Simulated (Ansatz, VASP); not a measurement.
## K2ICl: VASP beside Ansatz

```
CELL_PARAMETERS angstrom
2.45007 1.41455 7.41075
-2.45007 1.41455 7.41075
0.00000 -2.82909 7.41075
ATOMIC_POSITIONS crystal
Cl 0.00000 0.00000 0.00000
I 0.50000 0.50000 0.50000
K 0.26023 0.26023 0.26023
K 0.73977 0.73977 0.73977
```

Change from the starting cell: epitaxial_xy strain +3.9%.

Alike in both runs: task single point; functional r2SCAN; k mesh 6 × 6 × 6; no spin polarisation.

```csv
,VASP,Ansatz
version,VASP 6.6.1,Ansatz 0.2.0
potentials or method,"VASP PAW PBE potentials, release 64 (Cl, I, K_sv)","plane waves, PAW"
plane-wave cutoff (eV),520,500
occupations,"gaussian, width 0.01 eV",fixed
valence electrons in the cell,32,42
```

```tsv
	VASP	Ansatz	Ansatz less VASP
gap on the k mesh at the Fermi level (eV)	4.51	4.51	+0.001
pressure (GPa)	-0.5	-0.5	+0.02
traceless stress, the component that is largest in VASP (GPa)	0.50	0.50	0.000
```

VASP's potentials were made for PBE, not for r2SCAN. VASP's potentials hold 32 valence electrons a cell and Ansatz's 42, so a difference there can come from the potentials and not from the codes.

Neither program's run includes spin-orbit coupling.
